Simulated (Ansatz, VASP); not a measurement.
**Two plane-wave programs on CuF3**

```
Cu F
1.0
     3.81487    0.00000    3.81487
     0.00000    3.81487    3.81487
     0.00000    0.00000    7.62974
Cu F
2 6
Direct
  0.00000 0.00000 0.00000
  0.00000 0.00000 0.50000
  0.50000 0.00000 0.75000
  0.00000 0.00000 0.25000
  0.00000 0.50000 0.75000
  0.50000 0.00000 0.25000
  0.00000 0.00000 0.75000
  0.00000 0.50000 0.25000
```

Alike in both runs: functional PBE; k mesh 10 × 10 × 5; occupations gaussian, width 0.05 eV; collinear spin.

Ansatz relaxed the structure, and its values are those at the end. VASP's run is a single point on that final structure, the one shown.

|  | VASP | Ansatz |
| --- | --- | --- |
| version | VASP 6.6.1 | Ansatz 0.2.0 |
| potentials or method | VASP PAW PBE potentials, release 64 (Cu, F), cutoff 520 eV | scalar-relativistic, plane waves, PAW |
| valence electrons in the cell | 64 | 80 |

|  | VASP | Ansatz | Ansatz less VASP |
| --- | --- | --- | --- |
| gap on the k mesh at the Fermi level (eV) | 0.24 | 0.32 | +0.075 |
| least direct gap on the mesh (eV) | 0.37 | 0.49 | +0.116 |
| pressure (GPa) | -1.5 | -1.8 | -0.27 |
| net moment per atom (μB) | 0.00 | 0.00 | 0.000 |
| size of the moment on the site where the two differ most (μB) | 0.65 | 0.71 | +0.063 |

Site moments also hang on the region over which each program counts them. With one functional, cell and mesh, what is left measures potentials, basis and numerics. VASP's potentials hold 64 valence electrons a cell and Ansatz's 80, so a difference there can come from the potentials and not from the codes. Ansatz's warnings: stress scf threshold loose.
